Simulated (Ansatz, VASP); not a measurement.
## Cr3B4 in VASP and in Ansatz

Contents of INCAR:

```
PREC = Accurate ; ENCUT = 520
EDIFF = 1E-6 ; ISMEAR = -5
SIGMA = 0.1 ; LREAL = False
LASPH = True ; NELM = 150
ALGO = Normal ; ISIF = 2
LWAVE = False ; LCHARG = False
ISPIN = 2 ; MAGMOM = 0 0 0 0 0 0 0
LORBIT = 11 ; LMAXMIX = 4
GGA = PE ; NBANDS = 37
```

KPOINTS

```
regular mesh
0
Gamma
  5 5 5
```

Contents of POSCAR:

```
Cr3B4
1.0
    3.8431930000     -0.9798870000     -0.4526820000
   -0.3459960000      4.2050790000      0.3779080000
    0.0725170000     -0.3620400000      3.6342070000
Cr B
3 4
Direct
    0.5700380000      0.9153250000      0.9925430000
    0.4192880000      0.3600360000      0.2891090000
    0.1114520000      0.0931230000      0.7667690000
    0.1870560000      0.5766470000      0.6606870000
    0.0924620000      0.6180190000      0.1062010000
    0.8678310000      0.7041240000      0.4436860000
    0.8915630000      0.2755640000      0.3435050000
```

Input for Ansatz:

```yaml
crystal:
  lattice:
    - [3.843193, -0.979887, -0.452682]
    - [-0.345996, 4.205079, 0.377908]
    - [0.072517, -0.36204, 3.634207]
  atoms:
    - { symbol: Cr, position: [0.570038, 0.915325, 0.992543] }
    - { symbol: Cr, position: [0.419288, 0.360036, 0.289109] }
    - { symbol: B, position: [0.187056, 0.576647, 0.660687] }
    - { symbol: B, position: [0.092462, 0.618019, 0.106201] }
    - { symbol: Cr, position: [0.111452, 0.093123, 0.766769] }
    - { symbol: B, position: [0.867831, 0.704124, 0.443686] }
    - { symbol: B, position: [0.891563, 0.275564, 0.343505] }
kpoints:
  mp_grid: { grid: [5, 5, 5], shift: [0.0, 0.0, 0.0] }
magnetization:
  spin_polarized: true
scf:
  occupations: { method: tetrahedron }
  mixing: { preconditioner: kerker }
hamiltonian:
  pseudopotentials: { kind: paw }
  xc: pbe
basis:
  ecutwfc: 420
output:
  forces: true
  stress: true
  eigenvalues: true
```

Alike in both runs: task single point; functional PBE; k mesh 5 × 5 × 5; occupations tetrahedron; collinear spin.

```csv
,VASP,Ansatz
version,VASP 6.6.1,Ansatz 0.2.0
potentials or method,"VASP PAW PBE potentials, release 64 (Cr_pv, B), cutoff 520 eV",PAW plane waves
valence electrons in the cell,48,54
```

Ansatz gave:

| Property | Result |
| --- | --- |
| gap on the k mesh at the Fermi level (eV) | none |
| rms of the force components (eV/Å) | 1.254 |
| net moment per atom (μB) | 0.00 |

Task: Which values does VASP return?

Result: gap on the k mesh at the Fermi level (eV): none; rms of the force components (eV/Å): 1.255; net moment per atom (μB): 0.00.

A gap of «none» marks a metal or a gap that the smearing closes. VASP's potentials hold 48 valence electrons a cell and Ansatz's 54, so a difference there can come from the potentials and not from the codes. Ansatz's warnings: band table not solved further, no starting moments, stability check not made, tetrahedron derivatives may miss energy slope.
